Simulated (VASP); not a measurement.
# Ti (P6_3/mmc) in VASP: a series of runs

The runs below take Ti through single point, with PBEsol+D3(BJ).

Everything below comes from runs of VASP 6.6.1. Logs are shortened: lines on timing, memory, paths and dates and some standing lists are left out, and cuts for length are marked.

## 1. The cell of the first run

Symmetry: P6_3/mmc, No. 194, hexagonal system. Conventional cell: a = 2.861 Å, b = 2.861 Å, c = 4.531 Å, α = 90.00°, β = 90.00°, γ = 120.00°. Within 3.7 Å of Ti (site symmetry -6m2) lie 12 Ti at 2.80 to 2.86 Å.

## 2. Single point, PBEsol+D3(BJ)

INCAR

```
SYSTEM = Ti
PREC = Accurate
ENCUT = 520
EDIFF = 1E-6
ISMEAR = -1
SIGMA = 0.1
LREAL = .False.
LASPH = .True.
NELM = 80
ALGO = Normal
ISIF = 2
LWAVE = .False.
LCHARG = .False.
GGA = PS
IVDW = 12
NBANDS = 19
```

KPOINTS

```
regular mesh
0
Gamma
  10 10 6
  0 0 0
```

POSCAR

```
Ti
1.0
    2.8614640582      0.0000000000      0.0000000000
   -1.4307320291      2.4781005664      0.0000000000
    0.0000000000      0.0000000000      4.5311844402
Ti
2
Direct
    0.3333333333      0.6666666667      0.2500000000
    0.6666666667      0.3333333333      0.7500000000
```

Potentials or basis: VASP PAW PBE potentials, release 64 (Ti_sv).

Started as:

```sh
cat potpaw_PBE.64/Ti_sv/POTCAR > POTCAR
mpirun -np 1 vasp_std > vasp.out
```

OUTCAR:

```text
SYSTEM = Ti
   PREC = Accurate
   ENCUT = 520
   EDIFF = 1E-6
   ISMEAR = -1
   LREAL = .False.
   LASPH = .True.
   NELM = 80
   ISIF = 2
   GGA = PS
   IVDW = 12
 IVDW          = 12

 ion  position               nearest neighbor table
   1  0.333  0.667  0.250-   2 2.80   2 2.80   2 2.80   2 2.80   2 2.80   2 2.80
   2  0.667  0.333  0.750-   1 2.80   1 2.80   1 2.80   1 2.80   1 2.80   1 2.80

  LATTYP: Found a hexagonal cell.
 ALAT       =     2.8614640582
 C/A-ratio  =     1.5835196068

  Lattice vectors:

 A1 = (   2.8614640582,   0.0000000000,   0.0000000000)
 A2 = (  -1.4307320291,   2.4781005664,   0.0000000000)
 A3 = (   0.0000000000,   0.0000000000,   4.5311844402)

Analysis of symmetry for initial positions (statically):
=====================================================================
 Subroutine PRICEL returns:
 Original cell was already a primitive cell.

 Routine SETGRP: Setting up the symmetry group for a
 hexagonal supercell.

 Subroutine GETGRP returns: Found 24 space group operations
 (whereof 12 operations were pure point group operations)
 out of a pool of 24 trial point group operations.

The static configuration has the point symmetry D_3d.
 The point group associated with its full space group is D_6h.

Analysis of symmetry for dynamics (positions and initial velocities):
=====================================================================
 Subroutine PRICEL returns:
 Original cell was already a primitive cell.

 Routine SETGRP: Setting up the symmetry group for a
 hexagonal supercell.

 Subroutine GETGRP returns: Found 24 space group operations
 (whereof 12 operations were pure point group operations)
 out of a pool of 24 trial point group operations.

The dynamic configuration has the point symmetry D_3d.
 The point group associated with its full space group is D_6h.

 Subroutine INISYM returns: Found 24 space group operations
 (whereof 12 operations are pure point group operations),
 and found     1 'primitive' translations

----------------------------------------------------------------------------------------

                                     Primitive cell

  volume of cell :      32.1306

  direct lattice vectors                    reciprocal lattice vectors
     2.861464058  0.000000000  0.000000000     0.349471452  0.201767437  0.000000000
    -1.430732029  2.478100566  0.000000000     0.000000000  0.403534874  0.000000000
     0.000000000  0.000000000  4.531184440     0.000000000  0.000000000  0.220692848

  length of vectors
     2.861464058  2.861464058  4.531184440     0.403534874  0.403534874  0.220692848

  position of ions in fractional coordinates (direct lattice)
     0.333333333  0.666666667  0.250000000
     0.666666667  0.333333333  0.750000000

  ion indices of the primitive-cell ions
   primitive index   ion index
                 1           1
                 2           2

----------------------------------------------------------------------------------------

 KPOINTS: regular mesh

Automatic generation of k-mesh.
 Grid dimensions read from file:
 generate k-points for:   10   10    6

 Generating k-lattice:

  Cartesian coordinates                     Fractional coordinates (reciprocal lattice)
     0.034947145  0.020176744  0.000000000     0.100000000  0.000000000  0.000000000
     0.000000000  0.040353487  0.000000000     0.000000000  0.100000000  0.000000000
     0.000000000  0.000000000  0.036782141     0.000000000  0.000000000  0.166666667

  Length of vectors
     0.040353487  0.040353487  0.036782141

  Shift w.r.t. Gamma in fractional coordinates (k-lattice)
     0.000000000  0.000000000  0.000000000

 Subroutine IBZKPT returns following result:
 ===========================================

 Found     56 irreducible k-points:

 Following reciprocal coordinates:
            Coordinates               Weight
  0.000000  0.000000  0.000000      1.000000
  0.100000  0.000000  0.000000      6.000000
  0.200000  0.000000  0.000000      6.000000
  0.300000  0.000000  0.000000      6.000000
  0.400000 -0.000000  0.000000      6.000000
  0.500000 -0.000000  0.000000      3.000000
[... 16 lines left out ...]
  0.300000  0.100000  0.166667     24.000000
  0.400000  0.100000  0.166667     24.000000
 [... further k-points ...]
   k-points           NKPTS =     56   k-points in BZ     NKDIM =     56   number of bands    NBANDS=     19
   number of dos      NEDOS =    301   number of ions     NIONS =      2
   total plane-waves  NPLWV =  20736
   dimension x,y,z NGX =    24 NGY =   24 NGZ =   36
   dimension x,y,z NGXF=    48 NGYF=   48 NGZF=   72
   ions per type =               2
   NGX,Y,Z   is equivalent  to a cutoff of  13.94, 13.94, 13.21 a.u.
   NGXF,Y,Z  is equivalent  to a cutoff of  27.89, 27.89, 26.42 a.u.
 SYSTEM =  Ti
   PREC   = accura    normal or accurate (medium, high low for compatibility)
   ISTART =      0    job   : 0-new  1-cont  2-samecut
   ICHARG =      2    charge: 1-file 2-atom 10-const
   ISPIN  =      1    spin polarized calculation?
   LNONCOLLINEAR =      F non collinear calculations
   LSORBIT =      F    spin-orbit coupling
   LASPH  =      T    aspherical Exc in radial PAW
   ENCUT  =  520.0 eV  38.22 Ry    6.18 a.u.   5.32  5.32  8.43*2*pi/ulx,y,z
   NELM   =     80;   NELMIN=  2; NELMDL= -5     # of ELM steps
   EDIFF  = 0.1E-05   stopping-criterion for ELM
   LREAL  =      F    real-space projection
   EDIFFG = 0.1E-04   stopping-criterion for IOM
   NSW    =      0    number of steps for IOM
   IBRION =     -1    ionic relax: 0-MD 1-quasi-New 2-CG
   NFREE  =      0    steps in history (QN), initial steepest desc. (CG)
   ISIF   =      2    stress and relaxation
   ISYM   =      2    0-nonsym 1-usesym 2-fastsym
   POTIM  = 0.5000    time-step for ionic-motion
   TEBEG  =    0.0;   TEEND  =   0.0 temperature during run
   PSTRESS=    0.0 pullay stress
   NELECT =      24.0000    total number of electrons
   NUPDOWN=      -1.0000    fix difference up-down
   EMIN   =  10.00;   EMAX   =-10.00  energy-range for DOS
   EFERMI =   0.00;   METHOD = LEGACY
   ISMEAR =    -1;   SIGMA  =   0.10  broadening in eV -4-tet -1-fermi 0-gaus
   EFERMI_NEDOS =   21; number of points for ismear=-14 and -15
   IALGO  =     38    algorithm
   IMIX   =      4    mixing-type and parameters
     AMIX     =   0.40;   BMIX     =  1.00
     AMIX_MAG =   1.60;   BMIX_MAG =  1.00
  volume/ion in A,a.u.               =      16.07       108.41
  Fermi-wavevector in a.u.,A,eV,Ry     =   1.485385  2.806970 30.019452  2.206367
  Thomas-Fermi vector in A             =   2.598803
   LORBIT       =      0    0 simple, 1 ext, 2 COOP (PROOUT), +10 PAW based schemes
   GGA     = PS    functional components
   LHFCALC =     F    Hartree Fock is set to
   AEXX    =    0.0000 exact exchange contribution
   IVDW    =    12    specifies the selected vdW correction
   LEPSILON=     F    determine dielectric tensor
   LRPA    =     F    only Hartree local field effects (RPA)
 non-spin polarized calculation
  energy-cutoff  :      520.00
  volume of cell :       32.13
 maximum number of plane-waves:       881
 NGX is ok and might be reduce to    24
   NGX = 11   NGY = 11   NGZ = 17

 number of electron      24.0000004 magnetization

 Free energy of the ion-electron system (eV)
  ---------------------------------------------------
  ext. energy  EPLUGINS =         0.00000000
  ---------------------------------------------------
  free energy    TOTEN  =       -16.69407136 eV

  energy without entropy =      -16.62137313  energy(sigma->0) =      -16.65772225

 E-fermi :   9.0334     XC(G=0): -12.0128

 val. band max:        8.9794284648   @ k =   0.1000   0.1000   0.1667
 cond. band min:       9.0438507679   @ k =   0.4000   0.2000   0.5000
 fundamental gap:      0.0644223031
 Fermi energy:         9.0333573426

 k-point     1 :       0.0000    0.0000    0.0000
  band No.  band energies     occupation
      1     -47.4396      2.00000
      2     -47.2485      2.00000
      3     -24.2255      2.00000
      4     -23.4070      2.00000
      5     -23.4070      2.00000
      6     -23.3024      2.00000
[... 11 lines left out ...]
     18      10.8194      0.00000
     19      12.5331      0.00000

 k-point     2 :       0.1000    0.0000    0.0000
  band No.  band energies     occupation
      1     -47.4260      2.00000
      2     -47.2432      2.00000
      3     -24.1970      2.00000
      4     -23.4655      2.00000
      5     -23.4264      2.00000
      6     -23.3387      2.00000
[... 11 lines left out ...]
     18      10.6530      0.00000
     19      12.6242      0.00000

 k-point     3 :       0.2000    0.0000    0.0000
  band No.  band energies     occupation
      1     -47.3893      2.00000
      2     -47.2302      2.00000
      3     -24.1174      2.00000
      4     -23.6199      2.00000
      5     -23.4923      2.00000
      6     -23.4748      2.00000
[... 11 lines left out ...]
     18      11.1683      0.00000
     19      12.7924      0.00000

 k-point     4 :       0.3000    0.0000    0.0000
  band No.  band energies     occupation
      1     -47.3405      2.00000
      2     -47.2171      2.00000
      3     -24.0036      2.00000
      4     -23.8127      2.00000
      5     -23.6728      2.00000
      6     -23.5317      2.00000
[... 11 lines left out ...]
     18      11.9203      0.00000
     19      12.9237      0.00000

 k-point     5 :       0.4000   -0.0000    0.0000
  band No.  band energies     occupation
      1     -47.2955      2.00000
      2     -47.2119      2.00000
      3     -23.9690      2.00000
      4     -23.8855      2.00000
      5     -23.8129      2.00000
      6     -23.5759      2.00000
[... 11 lines left out ...]
     18      12.7725      0.00000
     19      12.9946      0.00000

 k-point     6 :       0.5000   -0.0000    0.0000
  band No.  band energies     occupation
      1     -47.2750      2.00000
      2     -47.2131      2.00000
      3     -24.0286      2.00000
      4     -23.8653      2.00000
      5     -23.8246      2.00000
      6     -23.5925      2.00000
[... 11 lines left out ...]
     18      13.0173      0.00000
     19      13.9081      0.00000

 k-point     7 :       0.1000    0.1000    0.0000
  band No.  band energies     occupation
      1     -47.4008      2.00000
      2     -47.2340      2.00000
      3     -24.1429      2.00000
      4     -23.5565      2.00000
      5     -23.5024      2.00000
      6     -23.4089      2.00000
[... 11 lines left out ...]
     18      11.0655      0.00000
     19      12.7199      0.00000

 k-point     8 :       0.2000    0.1000    0.0000
  band No.  band energies     occupation
      1     -47.3580      2.00000
      2     -47.2211      2.00000
      3     -24.0457      2.00000
      4     -23.7157      2.00000
      5     -23.6402      2.00000
      6     -23.4915      2.00000
[... 256 lines left out ...]
 k-point    20 :       0.5000   -0.0000    0.1667
  band No.  band energies     occupation
      1     -47.2709      2.00000
      2     -47.2172      2.00000
      3     -24.0788      2.00000
      4     -23.9229      2.00000
      5     -23.7425      2.00000
      6     -23.5779      2.00000
[... 11 lines left out ...]
     18      13.0033      0.00000
     19      13.5854      0.00000

 k-point    21 :       0.1000    0.1000    0.1667
  band No.  band energies     occupation
      1     -47.3898      2.00000
      2     -47.2453      2.00000
      3     -24.0998      2.00000
      4     -23.5398      2.00000
      5     -23.5218      2.00000
      6     -23.4409      2.00000
[... 11 lines left out ...]
     18      11.1863      0.00000
     19      12.6841      0.00000

 k-point    22 :       0.2000    0.1000    0.1667
  band No.  band energies     occupation
      1     -47.3489      2.00000
      2     -47.2303      2.00000
      3     -24.0316      2.00000
      4     -23.7004      2.00000
      5     -23.6516      2.00000
      6     -23.5056      2.00000
[... 11 lines left out ...]
     18      11.7746      0.00000
     19      12.7716      0.00000

 k-point    23 :       0.3000    0.1000    0.1667
  band No.  band energies     occupation
      1     -47.3039      2.00000
      2     -47.2191      2.00000
      3     -23.9991      2.00000
      4     -23.8410      2.00000
      5     -23.7455      2.00000
      6     -23.5700      2.00000
[... 11 lines left out ...]
     18      12.4116      0.00000
     19      13.0098      0.00000

 k-point    24 :       0.4000    0.1000    0.1667
  band No.  band energies     occupation
      1     -47.2711      2.00000
      2     -47.2170      2.00000
      3     -24.0476      2.00000
      4     -23.9003      2.00000
      5     -23.7474      2.00000
      6     -23.5987      2.00000
[... 11 lines left out ...]
     18      12.8475      0.00000
     19      13.6611      0.00000

 [... further k-points ...]

------------------------ aborting loop because EDIFF is reached ----------------------------------------

 Edisp (eV)   -1.29802

 E8    (eV) :    -0.9083

  FORCE on cell =-STRESS in cart. coord.  units (eV):
  Direction    XX          YY          ZZ          XY          YZ          ZX
  --------------------------------------------------------------------------------------
  -------------------------------------------------------------------------------------
  Total      -0.31504    -0.31504    -0.32034     0.00000     0.00000    -0.00000
  in kB     -15.70922   -15.70922   -15.97384     0.00000     0.00000    -0.00000
  external pressure =      -15.80 kB  Pullay stress =        0.00 kB

 VOLUME and BASIS-vectors are now :
 -----------------------------------------------------------------------------
  energy-cutoff  :      520.00
  volume of cell :       32.13
      direct lattice vectors                 reciprocal lattice vectors
     2.861464058  0.000000000  0.000000000     0.349471452  0.201767437  0.000000000
    -1.430732029  2.478100566  0.000000000     0.000000000  0.403534874  0.000000000
     0.000000000  0.000000000  4.531184440     0.000000000  0.000000000  0.220692848

 POSITION                                       TOTAL-FORCE (eV/Angst)
 -----------------------------------------------------------------------------------
     -0.00000      1.65207      1.13280        -0.000000      0.000000      0.000000
      1.43073      0.82603      3.39839         0.000000      0.000000      0.000000
 -----------------------------------------------------------------------------------
    total drift:                               -0.000000      0.000000     -0.000000

  FREE ENERGIE OF THE ION-ELECTRON SYSTEM (eV)
  ---------------------------------------------------
  free  energy   TOTEN  =       -17.9920962341 eV

  energy  without entropy=      -17.9193980040  energy(sigma->0) =      -17.95574712
```

Wall time 33 s (1 thread of Intel Xeon Platinum 8375C at 2.90GHz (Ice Lake), shared host); peak memory 0.17 GiB.

Results:

```
Free energy                : -17.9921 eV
Pressure                   : -1.6 GPa
Band gap on the k mesh     : zero (band 12 reaches 9.87 eV, above the bottom of band 13 at 8.87 eV)
Dispersion energy per atom : -0.649 eV
```

Levels at points of the mesh, in eV from the Fermi level:
```tsv
k point	band 8	band 9	band 10	band 11	band 12	band 13	band 14	band 15	band 16	band 17
(0.00, 0.00, 0.00)	-32.31	-6.37	-2.87	0.84	0.84	0.98	1.04	1.40	1.40	1.79
(0.50, 0.00, 0.00)	-32.40	-2.43	-2.38	-2.04	-0.50	0.51	0.73	1.33	3.72	3.98
(0.00, 0.00, 0.50)	-32.38	-4.40	-4.40	0.12	0.12	0.73	0.73	0.73	0.73	3.11
(0.50, 0.00, 0.50)	-32.52	-2.74	-2.74	-0.89	-0.89	1.59	1.59	1.91	1.91	3.88
```

Caveat: three body term missing; the PAW data sets were made with another functional, which shifts forces and pressure a little; pairwise dispersion overbinds metals, which lowers pressure and volume.

[end of part 1 of 2]
